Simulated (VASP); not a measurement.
# CoSi (CsCl type) (Pm-3m) in VASP: relaxation of cell and atoms with PBE

Aim: the relaxation of cell and atoms of CoSi (CsCl type) with PBE.

Everything below comes from runs of VASP 6.6.1. Logs are shortened: lines on timing, memory, paths and dates and some standing lists are left out, and cuts for length are marked.

## Step 1: The cell of the first run

It takes space group Pm-3m (No. 221, cubic). Conventional cell: a = 2.665 Å, b = 2.665 Å, c = 2.665 Å, α = 90.00°, β = 90.00°, γ = 90.00°. Co (site symmetry m-3m) has 8 Si at 2.31 Å and 6 Co at 2.66 Å within 3.1 Å. Si (site symmetry m-3m) has 8 Co at 2.31 Å and 6 Si at 2.66 Å within 3.1 Å.

## Step 2: Relaxation of cell and atoms, PBE, target pressure 68 GPa, at which the enthalpy is minimised

INCAR

```
PREC = Accurate
ENCUT = 600
EDIFF = 1E-6
ISMEAR = -1
SIGMA = 0.08
LREAL = False
LASPH = True
NELM = 60
ALGO = Normal
ISIF = 3
LWAVE = False
LCHARG = False
GGA = PE
IBRION = 2
NSW = 60
EDIFFG = -0.005
PSTRESS = 680.0
```

KPOINTS

```
Automatic mesh
0
Gamma
  15 15 15
```

POSCAR

```
CoSi
1.0
    2.6648684991      0.0000000000      0.0000000000
    0.0000000000      2.6648684991      0.0000000000
    0.0000000000      0.0000000000      2.6648684991
Co Si
1 1
Direct
    0.0000000000      0.0000000000      0.0000000000
    0.5000000000      0.5000000000      0.5000000000
```

Potentials or basis: VASP PAW PBE potentials, release 64 (Co, Si).

On the command line:

```
$ cat potpaw_PBE.64/Co/POTCAR potpaw_PBE.64/Si/POTCAR > POTCAR
$ mpirun -np 1 vasp_std > vasp.out
```

OUTCAR:

```text
PREC = Accurate
   ENCUT = 600
   EDIFF = 1E-6
   ISMEAR = -1
   LREAL = False
   LASPH = True
   NELM = 60
   ISIF = 3
   GGA = PE
   IBRION = 2
   NSW = 60
   EDIFFG = -0.005
   PSTRESS = 680.0

 ion  position               nearest neighbor table
   1  0.000  0.000  0.000-   2 2.31   2 2.31   2 2.31   2 2.31   2 2.31   2 2.31   2 2.31   2 2.31

   2  0.500  0.500  0.500-   1 2.31   1 2.31   1 2.31   1 2.31   1 2.31   1 2.31   1 2.31   1 2.31

  LATTYP: Found a simple cubic cell.
 ALAT       =     2.6648684991

  Lattice vectors:

 A1 = (   2.6648684991,   0.0000000000,   0.0000000000)
 A2 = (   0.0000000000,   2.6648684991,   0.0000000000)
 A3 = (   0.0000000000,   0.0000000000,   2.6648684991)

Analysis of symmetry for initial positions (statically):
=====================================================================
 Subroutine PRICEL returns:
 Original cell was already a primitive cell.

 Routine SETGRP: Setting up the symmetry group for a
 simple cubic supercell.

 Subroutine GETGRP returns: Found 48 space group operations
 (whereof 48 operations were pure point group operations)
 out of a pool of 48 trial point group operations.

The static configuration has the point symmetry O_h .

Analysis of symmetry for dynamics (positions and initial velocities):
=====================================================================
 Subroutine PRICEL returns:
 Original cell was already a primitive cell.

 Routine SETGRP: Setting up the symmetry group for a
 simple cubic supercell.

 Subroutine GETGRP returns: Found 48 space group operations
 (whereof 48 operations were pure point group operations)
 out of a pool of 48 trial point group operations.

The dynamic configuration has the point symmetry O_h .

 Subroutine INISYM returns: Found 48 space group operations
 (whereof 48 operations are pure point group operations),
 and found     1 'primitive' translations

----------------------------------------------------------------------------------------

                                     Primitive cell

  volume of cell :      18.9246

  direct lattice vectors                    reciprocal lattice vectors
     2.664868499  0.000000000  0.000000000     0.375253038  0.000000000  0.000000000
     0.000000000  2.664868499  0.000000000     0.000000000  0.375253038  0.000000000
     0.000000000  0.000000000  2.664868499     0.000000000  0.000000000  0.375253038
[... 92 lines left out ...]
   POTIM  = 0.5000    time-step for ionic-motion
   TEBEG  =    0.0;   TEEND  =   0.0 temperature during run
   PSTRESS=  680.0 pullay stress
   NELECT =      13.0000    total number of electrons
   NUPDOWN=      -1.0000    fix difference up-down
   EMIN   =  10.00;   EMAX   =-10.00  energy-range for DOS
   EFERMI =   0.00;   METHOD = LEGACY
   ISMEAR =    -1;   SIGMA  =   0.08  broadening in eV -4-tet -1-fermi 0-gaus
   EFERMI_NEDOS =   21; number of points for ismear=-14 and -15
   IALGO  =     38    algorithm
   IMIX   =      4    mixing-type and parameters
     AMIX     =   0.40;   BMIX     =  1.00
     AMIX_MAG =   1.60;   BMIX_MAG =  1.00
  volume/ion in A,a.u.               =       9.46        63.85
  Fermi-wavevector in a.u.,A,eV,Ry     =   1.444487  2.729684 28.389119  2.086541
  Thomas-Fermi vector in A             =   2.562776
   LORBIT       =      0    0 simple, 1 ext, 2 COOP (PROOUT), +10 PAW based schemes
   GGA     = PE    functional components
   LHFCALC =     F    Hartree Fock is set to
   AEXX    =    0.0000 exact exchange contribution
   IVDW    =     0    specifies the selected vdW correction
   LEPSILON=     F    determine dielectric tensor
   LRPA    =     F    only Hartree local field effects (RPA)
 conjugate gradient relaxation of ions
 non-spin polarized calculation
  energy-cutoff  :      600.00
  volume of cell :       18.92
 maximum number of plane-waves:       655
 NGX is ok and might be reduce to    24
   NGX = 11   NGY = 11   NGZ = 11

--------------------------------------- Ionic step        1  -------------------------------------------

 number of electron      12.9999995 magnetization

 Free energy of the ion-electron system (eV)
  ---------------------------------------------------
  ext. energy  EPLUGINS =         0.00000000
  ---------------------------------------------------
  free energy    TOTEN  =       -13.03094866 eV

  energy without entropy =      -12.99358749  energy(sigma->0) =      -13.01226807

------------------------ aborting loop because EDIFF is reached ----------------------------------------

  FORCE on cell =-STRESS in cart. coord.  units (eV):
  Direction    XX          YY          ZZ          XY          YZ          ZX
  --------------------------------------------------------------------------------------
  -------------------------------------------------------------------------------------
  Total        4.2572892      4.2572892      4.2572892      0.0000000      0.0000000     -0.0000000
  in kB      360.4262239    360.4262239    360.4262239      0.0000000      0.0000000     -0.0000000
  external PRESSURE =    -319.5737761 kB  Pullay stress =     680.0000000 kB
[... 215 lines left out ...]
--------------------------------------- Ionic step        7  -------------------------------------------

 number of electron      13.0000007 magnetization

 Free energy of the ion-electron system (eV)
  ---------------------------------------------------
  ext. energy  EPLUGINS =         0.00000000
  ---------------------------------------------------
  free energy    TOTEN  =       -12.60195476 eV

  energy without entropy =      -12.56784957  energy(sigma->0) =      -12.58490216

 E-fermi :  16.3698     XC(G=0): -14.0014

 val. band max:       16.3678917919   @ k =   0.3333   0.1333   0.0667
 cond. band min:      16.3744505095   @ k =   0.4667   0.4667   0.3333
 fundamental gap:      0.0065587176
 Fermi energy:        16.3698283273

 k-point     1 :       0.0000    0.0000    0.0000
  band No.  band energies     occupation
      1       0.2073      2.00000
      2      11.2685      2.00000
      3      11.2685      2.00000
      4      14.6860      2.00000
      5      14.6860      2.00000
      6      14.6860      2.00000
      7      20.0413      0.00000
      8      20.0413      0.00000
      9      20.0413      0.00000
     10      24.5210      0.00000
[... 287 lines left out ...]
 k-point    24 :       0.3333    0.2000    0.0000
  band No.  band energies     occupation
      1       3.3844      2.00000
      2       9.2555      2.00000
      3      11.5787      2.00000
      4      12.9617      2.00000
      5      13.4945      2.00000
      6      14.3000      2.00000
      7      16.3668      1.01911
      8      19.7242      0.00000
      9      24.3564      0.00000
     10      24.4133      0.00000

 [... further k-points ...]
[... 5 lines left out ...]
  --------------------------------------------------------------------------------------
  -------------------------------------------------------------------------------------
  Total        7.4552607      7.4552607      7.4552607     -0.0000000     -0.0000000     -0.0000000
  in kB      679.5630105    679.5630105    679.5630105     -0.0000000     -0.0000000     -0.0000000
  external PRESSURE =      -0.4369895 kB  Pullay stress =     680.0000000 kB
[... 21 lines left out ...]
  energy  without entropy=      -12.5678495671  energy(sigma->0) =      -12.58490216

  enthalpy is  TOTEN    =        -5.1418999842 eV   P V=        7.4600547769

 reached required accuracy - stopping structural energy minimisation
```

OSZICAR:

```text
N       E                     dE             d eps       ncg     rms          rms(c)
DAV:   1     0.499090565447E+02    0.49909E+02   -0.63381E+03  2410   0.157E+03
DAV:   2    -0.123210131215E+02   -0.62230E+02   -0.59398E+02  2422   0.238E+02
DAV:   3    -0.143824025093E+02   -0.20614E+01   -0.20106E+01  2880   0.520E+01
[... 55 lines left out ...]
   6 F= -.51418932E+01 E0= -.51248332E+01  d E =0.586886E-05
       N       E                     dE             d eps       ncg     rms          rms(c)
DAV:   1    -0.126019831512E+02    0.34239E-02   -0.47240E-04  2620   0.443E-01    0.540E-02
DAV:   2    -0.126019983163E+02   -0.15165E-04   -0.72266E-04  2822   0.503E-01    0.490E-02
DAV:   3    -0.126019554934E+02    0.42823E-04   -0.27290E-04  2804   0.312E-01    0.112E-02
DAV:   4    -0.126019547611E+02    0.73228E-06   -0.32954E-06  2156   0.239E-02
   7 F= -.51419000E+01 E0= -.51248474E+01  d E =-.942646E-06
```

Run time: 1.9 min. Hardware: 1 thread of Intel Xeon Platinum 8175M at 2.50GHz (Skylake/Cascade Lake), shared host; peak memory 0.17 GiB.

What came out:

* Free energy: -12.6020 eV
* Relaxed volume: 8.79 Å³/atom
* Relaxed cell: a = 2.600 Å, b = 2.600 Å, c = 2.600 Å, α = 90.00°, β = 90.00°, γ = 90.00°
* Space group after relaxing (to 0.1 Å): Pm-3m (No. 221)
* Energy change on relaxing (the run minimises the enthalpy): +214.5 meV/atom
* Ionic steps: 7
* Pressure after relaxing: 68.0 GPa
* Band gap on the k mesh: zero (an odd number of electrons rules out a gap without spin polarisation)

The path:
```
step  energy change (eV)  largest force (eV/Å)  pressure (GPa)  volume (Å³)
   1              0.0000                0.0000           36.04        18.92
   2              3.2896                0.0000          230.42        14.21
   3              0.3815                0.0000           64.67        17.69
   4              0.4197                0.0000           67.45        17.60
   5              0.4306                0.0000           68.10        17.57
   6              0.4255                0.0000           67.79        17.59
   7              0.4290                0.0000           67.96        17.58
```

Final structure:
```
Co Si
1.0
     2.60005    0.00000    0.00000
     0.00000    2.60005    0.00000
     0.00000    0.00000    2.60005
Co Si
1 1
Direct
  0.00000 0.00000 0.00000
  0.50000 0.50000 0.50000
```

Levels at points of the mesh, in eV from the Fermi level:
```
           k point  band 2  band 3  band 4  band 5  band 6  band 7  band 8  band 9  band 10
(0.00, 0.00, 0.00)   -5.10   -5.10   -1.68   -1.68   -1.68    3.67    3.67    3.67     8.15
```

Caveat: the cell is relaxed towards a set pressure, so the run minimises the enthalpy, not the energy; the run has no spin polarisation, though such a crystal can be magnetic. Spin polarisation is off, so any magnetic state and its effect on volume and gap are missing.
